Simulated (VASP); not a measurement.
# Tl (Im-3m) in VASP: electric field gradients with r2SCAN

Aim: the electric field gradients of Tl with r2SCAN.

Program: VASP 6.6.1. These are calculated values, not measurements. Logs are shortened: lines on timing, memory, paths and dates and some standing lists are left out, and cuts for length are marked.

### 1 The cell of the first run

It takes space group Im-3m (No. 229, cubic). The conventional cell has a = 3.912 Å, b = 3.912 Å, c = 3.912 Å, α = 90.00°, β = 90.00°, γ = 90.00°. Tl (site symmetry m-3m) has 14 Tl at 3.39 to 3.91 Å within 4.5 Å.

This isn't the form of Tl at room conditions, which is hcp.

### 2 Electric field gradients, r2SCAN

File POSCAR:

```
Tl
1.0
   -1.9559951750      1.9559951750      1.9559951750
    1.9559951750     -1.9559951750      1.9559951750
    1.9559951750      1.9559951750     -1.9559951750
Tl
1
Direct
    0.0000000000      0.0000000000      0.0000000000
```

File INCAR.step1:

```
SYSTEM = Tl
  PREC = Accurate
  ENCUT = 440
  ISMEAR = -5
  SIGMA = 0.05
  LREAL = .False.
  LASPH = .True.
  NELM = 120
  NBANDS = 12
  GGA = PE
  ALGO = Normal
  EDIFF = 1E-5
  LWAVE = .True.
  LCHARG = .False.
  GGA_COMPAT = .False.
```

File INCAR.step2:

```
SYSTEM = Tl
  PREC = Accurate
  ENCUT = 440
  EDIFF = 1E-8
  ISMEAR = -5
  SIGMA = 0.05
  LREAL = .False.
  LASPH = .True.
  NELM = 120
  ALGO = Normal
  ISIF = 2
  LWAVE = .False.
  LCHARG = .False.
  METAGGA = R2SCAN
  LMIXTAU = .True.
  LEFG = .True.
  NBANDS = 12
  ISTART = 1
  GGA_COMPAT = .False.
```

File KPOINTS:

```
regular mesh
0
Gamma
  10 10 10
  0 0 0
```

Potentials or basis: VASP PAW PBE potentials, release 64 (Tl_d).

The run is started by

```
$ cat potpaw_PBE.64/Tl_d/POTCAR > POTCAR
$ cp INCAR.step1 INCAR
$ mpirun -np 1 vasp_std > vasp.out
$ cp INCAR.step2 INCAR
$ mpirun -np 1 vasp_std > vasp.out
```

OUTCAR:

```text
SYSTEM = Tl
   PREC = Accurate
   ENCUT = 440
   EDIFF = 1E-8
   ISMEAR = -5
   LREAL = .False.
   LASPH = .True.
   NELM = 120
   ISIF = 2
   METAGGA = R2SCAN
   ISTART = 1

 ion  position               nearest neighbor table
   1  0.000  0.000  0.000-

  LATTYP: Found a body centered cubic cell.
 ALAT       =     3.9119903500

  Lattice vectors:

 A1 = (  -1.9559951750,   1.9559951750,   1.9559951750)
 A2 = (   1.9559951750,  -1.9559951750,   1.9559951750)
 A3 = (   1.9559951750,   1.9559951750,  -1.9559951750)

Analysis of symmetry for initial positions (statically):
=====================================================================
 Subroutine PRICEL returns:
 Original cell was already a primitive cell.

 Routine SETGRP: Setting up the symmetry group for a
 body centered cubic supercell.

 Subroutine GETGRP returns: Found 48 space group operations
 (whereof 48 operations were pure point group operations)
 out of a pool of 48 trial point group operations.

The static configuration has the point symmetry O_h .

Analysis of symmetry for dynamics (positions and initial velocities):
=====================================================================
 Subroutine PRICEL returns:
 Original cell was already a primitive cell.

 Routine SETGRP: Setting up the symmetry group for a
 body centered cubic supercell.

 Subroutine GETGRP returns: Found 48 space group operations
 (whereof 48 operations were pure point group operations)
 out of a pool of 48 trial point group operations.

The dynamic configuration has the point symmetry O_h .

 Subroutine INISYM returns: Found 48 space group operations
 (whereof 48 operations are pure point group operations),
 and found     1 'primitive' translations

----------------------------------------------------------------------------------------

                                     Primitive cell

  volume of cell :      29.9339

  direct lattice vectors                    reciprocal lattice vectors
    -1.955995175  1.955995175  1.955995175     0.000000000  0.255624352  0.255624352
     1.955995175 -1.955995175  1.955995175     0.255624352  0.000000000  0.255624352
     1.955995175  1.955995175 -1.955995175     0.255624352  0.255624352  0.000000000

  length of vectors
     3.387883022  3.387883022  3.387883022     0.361507426  0.361507426  0.361507426

  position of ions in fractional coordinates (direct lattice)
     0.000000000  0.000000000  0.000000000

  ion indices of the primitive-cell ions
   primitive index   ion index
                 1           1

----------------------------------------------------------------------------------------

 KPOINTS: regular mesh

Automatic generation of k-mesh.
 Grid dimensions read from file:
 generate k-points for:   10   10   10

 Generating k-lattice:

  Cartesian coordinates                     Fractional coordinates (reciprocal lattice)
     0.000000000  0.025562435  0.025562435     0.100000000  0.000000000  0.000000000
     0.025562435  0.000000000  0.025562435     0.000000000  0.100000000  0.000000000
     0.025562435  0.025562435  0.000000000     0.000000000  0.000000000  0.100000000

  Length of vectors
     0.036150743  0.036150743  0.036150743

  Shift w.r.t. Gamma in fractional coordinates (k-lattice)
     0.000000000  0.000000000  0.000000000

 TETIRR: Found   1064 inequivalent tetrahedra from     6000

 Subroutine IBZKPT returns following result:
 ===========================================

 Found     47 irreducible k-points:

 Following reciprocal coordinates:
            Coordinates               Weight
  0.000000  0.000000  0.000000      1.000000
  0.100000  0.000000  0.000000     12.000000
  0.200000  0.000000  0.000000     12.000000
  0.300000  0.000000  0.000000     12.000000
  0.400000  0.000000  0.000000     12.000000
  0.500000  0.000000  0.000000      6.000000
[... 16 lines left out ...]
  0.300000  0.300000  0.100000      8.000000
 -0.300000  0.300000  0.100000     24.000000
 [... further k-points ...]
   k-points           NKPTS =     47   k-points in BZ     NKDIM =     47   number of bands    NBANDS=     12
   number of dos      NEDOS =    301   number of ions     NIONS =      1
   total plane-waves  NPLWV =  13824
   dimension x,y,z NGX =    24 NGY =   24 NGZ =   24
   dimension x,y,z NGXF=    48 NGYF=   48 NGZF=   48
   ions per type =               1
   NGX,Y,Z   is equivalent  to a cutoff of  11.78, 11.78, 11.78 a.u.
   NGXF,Y,Z  is equivalent  to a cutoff of  23.55, 23.55, 23.55 a.u.
 SYSTEM =  Tl
   PREC   = accura    normal or accurate (medium, high low for compatibility)
   ISTART =      1    job   : 0-new  1-cont  2-samecut
   ICHARG =      0    charge: 1-file 2-atom 10-const
   ISPIN  =      1    spin polarized calculation?
   LNONCOLLINEAR =      F non collinear calculations
   LSORBIT =      F    spin-orbit coupling
   LASPH  =      T    aspherical Exc in radial PAW
   ENCUT  =  440.0 eV  32.34 Ry    5.69 a.u.   5.79  5.79  5.79*2*pi/ulx,y,z
   NELM   =    120;   NELMIN=  2; NELMDL=  0     # of ELM steps
   EDIFF  = 0.1E-07   stopping-criterion for ELM
   LREAL  =      F    real-space projection
   EDIFFG = 0.1E-06   stopping-criterion for IOM
   NSW    =      0    number of steps for IOM
   IBRION =     -1    ionic relax: 0-MD 1-quasi-New 2-CG
   NFREE  =      0    steps in history (QN), initial steepest desc. (CG)
   ISIF   =      2    stress and relaxation
   ISYM   =      2    0-nonsym 1-usesym 2-fastsym
   POTIM  = 0.5000    time-step for ionic-motion
   TEBEG  =    0.0;   TEEND  =   0.0 temperature during run
   PSTRESS=    0.0 pullay stress
   NELECT =      13.0000    total number of electrons
   NUPDOWN=      -1.0000    fix difference up-down
   EMIN   =  10.00;   EMAX   =-10.00  energy-range for DOS
   EFERMI =   0.00;   METHOD = LEGACY
   ISMEAR =    -5;   SIGMA  =   0.05  broadening in eV -4-tet -1-fermi 0-gaus
   EFERMI_NEDOS =   21; number of points for ismear=-14 and -15
   IALGO  =     38    algorithm
   IMIX   =      4    mixing-type and parameters
     AMIX     =   0.40;   BMIX     =  1.00
     AMIX_MAG =   1.60;   BMIX_MAG =  1.00
  volume/ion in A,a.u.               =      29.93       202.00
  Fermi-wavevector in a.u.,A,eV,Ry     =   1.239752  2.342792 20.911953  1.536985
  Thomas-Fermi vector in A             =   2.374222
   LORBIT       =      0    0 simple, 1 ext, 2 COOP (PROOUT), +10 PAW based schemes
   METAGGA = R2SCAN    functional components
   LHFCALC =     F    Hartree Fock is set to
   AEXX    =    0.0000 exact exchange contribution
   IVDW    =     0    specifies the selected vdW correction
   LEPSILON=     F    determine dielectric tensor
   LRPA    =     F    only Hartree local field effects (RPA)
 non-spin polarized calculation
 Fermi weights with tetrahedron method with Bloechl corrections
  energy-cutoff  :      440.00
  volume of cell :       29.93
 maximum number of plane-waves:       642
   NGX = 11   NGY = 11   NGZ = 11

 number of electron      12.9999997 magnetization

 Free energy of the ion-electron system (eV)
  ---------------------------------------------------
  ext. energy  EPLUGINS =         0.00000000
  ---------------------------------------------------
  free energy    TOTEN  =       -53.17169970 eV

  energy without entropy =      -53.17169970  energy(sigma->0) =      -53.17169970

 E-fermi :   6.1284     XC(G=0): -10.5706

 val. band max:        6.2246343108   @ k =  -0.4000  -0.4000   0.2000
 cond. band min:       6.0028873683   @ k =   0.3000   0.3000   0.1000
 fundamental gap:     -0.2217469426
 Fermi energy:         6.1284237388

 k-point     1 :       0.0000    0.0000    0.0000
  band No.  band energies     occupation
      1      -6.1121      2.00000
      2      -6.1121      2.00000
      3      -6.1121      2.00000
      4      -5.7105      2.00000
      5      -5.7105      2.00000
      6      -4.0662      2.00000
      7      16.7171      0.00000
      8      16.7171      0.00000
      9      16.7171      0.00000
     10      19.0129      0.00000
     11      19.0129      0.00000
     12      19.0129      0.00000
[... 331 lines left out ...]
 k-point    24 :      -0.3000    0.3000    0.1000
  band No.  band energies     occupation
      1      -6.1583      2.00000
      2      -6.0950      2.00000
      3      -5.8210      2.00000
      4      -5.7345      2.00000
      5      -5.6977      2.00000
      6      -1.7591      2.00000
      7       8.1304     -0.08270
      8      12.3881      0.00000
      9      13.3542      0.00000
     10      17.4066      0.00000
     11      18.7964      0.00000
     12      18.8760      0.00000

 [... further k-points ...]

------------------------ aborting loop because EDIFF is reached ----------------------------------------

  FORCE on cell =-STRESS in cart. coord.  units (eV):
  Direction    XX          YY          ZZ          XY          YZ          ZX
  --------------------------------------------------------------------------------------
  -------------------------------------------------------------------------------------
  Total        0.0375127      0.0375127      0.0375127     -0.0000000      0.0000000      0.0000000
  in kB        2.0078244      2.0078244      2.0078244     -0.0000000      0.0000000      0.0000000
  external PRESSURE =       2.0078244 kB  Pullay stress =       0.0000000 kB

 VOLUME and BASIS-vectors are now :
 -----------------------------------------------------------------------------
  energy-cutoff  :      440.00
  volume of cell :       29.93
      direct lattice vectors                 reciprocal lattice vectors
    -1.955995175  1.955995175  1.955995175     0.000000000  0.255624352  0.255624352
     1.955995175 -1.955995175  1.955995175     0.255624352  0.000000000  0.255624352
     1.955995175  1.955995175 -1.955995175     0.255624352  0.255624352  0.000000000

 POSITION                                       TOTAL-FORCE (eV/Angst)
 -----------------------------------------------------------------------------------
      0.00000      0.00000      0.00000         0.000000     -0.000000     -0.000000
 -----------------------------------------------------------------------------------
    total drift:                               -0.000000      0.000000      0.000000

  FREE ENERGIE OF THE ION-ELECTRON SYSTEM (eV)
  ---------------------------------------------------
  free  energy   TOTEN  =       -53.1716996973 eV

  energy  without entropy=      -53.1716996973  energy(sigma->0) =      -53.17169970

 Electric field gradients (V/A^2)
---------------------------------------------------------------------
 ion       V_xx      V_yy      V_zz      V_xy      V_xz      V_yz
---------------------------------------------------------------------
   1      -0.000    -0.000    -0.000    -0.001    -0.001    -0.001
---------------------------------------------------------------------

 Electric field gradients after diagonalization (V/A^2)
 (convention: |V_zz| > |V_xx| > |V_yy|)
----------------------------------------------------------------------
 ion       V_xx      V_yy      V_zz     asymmetry (V_yy - V_xx)/ V_zz
----------------------------------------------------------------------
   1       0.001     0.001    -0.003       0.000
----------------------------------------------------------------------

           NMR quadrupolar parameters

 Cq : quadrupolar parameter    Cq=e*Q*V_zz/h
 eta: asymmetry parameters     (V_yy - V_xx)/ V_zz
 Q  : nuclear electric quadrupole moment in mb (millibarn)
----------------------------------------------------------------------
 ion       Cq(MHz)       eta       Q (mb)
----------------------------------------------------------------------
   1      -0.000       0.000       1.000
----------------------------------------------------------------------
```

It took 29 s on 1 thread of Intel Xeon Platinum 8375C at 2.90GHz (Ice Lake), shared host; peak memory 0.15 GiB.

What came out:

* Free energy: -53.1717 eV
* Pressure: 0.2 GPa
* Band gap on the k mesh: zero (an odd number of electrons rules out a gap without spin polarisation)
* Largest electric field gradient by atom: under 0.05 V/Å² on every atom

Caveat: the PAW data sets were made with another functional, which shifts forces and pressure a little; spin-orbit coupling is left out, which moves the levels of the heavy elements; tetrahedron occupations give inexact forces and stress in metals.
